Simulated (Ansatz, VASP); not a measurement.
# One calculation of Be3ZnSe4, two programs

```
Be Zn Se
1.0
    -2.66114    2.66114    5.29872
     2.66114   -2.66114    5.29872
     2.66114    2.66114   -5.29872
Be Zn Se
3 1 4
Direct
  0.75000 0.25000 0.50000
  0.25000 0.75000 0.50000
  0.50000 0.50000 0.00000
  0.00000 0.00000 0.00000
  0.39815 0.86496 0.00000
  0.86496 0.39815 0.00000
  0.60185 0.60185 0.46682
  0.13504 0.13504 0.53318
```

Alike in both runs: functional PBE; k mesh 4 × 4 × 4; occupations gaussian, width 0.1 eV; no spin polarisation.

Ansatz relaxed the structure, and its values are those at the end. VASP's run is a single point on that final structure, the one shown.

|  | VASP | Ansatz |
| --- | --- | --- |
| version | VASP 6.6.1 | Ansatz 0.2.0 |
| potentials or method | VASP PAW PBE potentials, release 64 (Be, Zn, Se), cutoff 520 eV | scalar-relativistic, plane waves, PAW |
| valence electrons in the cell | 42 | 82 |

```csv
,VASP,Ansatz,Ansatz less VASP
gap on the k mesh at the Fermi level (eV),2.73,2.73,+0.009
least direct gap on the mesh (eV),2.73,2.73,+0.009
pressure (GPa),0.2,0.0,-0.19
rms of the force components (eV/Å),0.004,0.002,-0.0024
```

The functional is the same, so the differences come from potentials, cutoffs and numerics. VASP's potentials hold 42 valence electrons a cell and Ansatz's 82, so a difference there can come from the potentials and not from the codes.
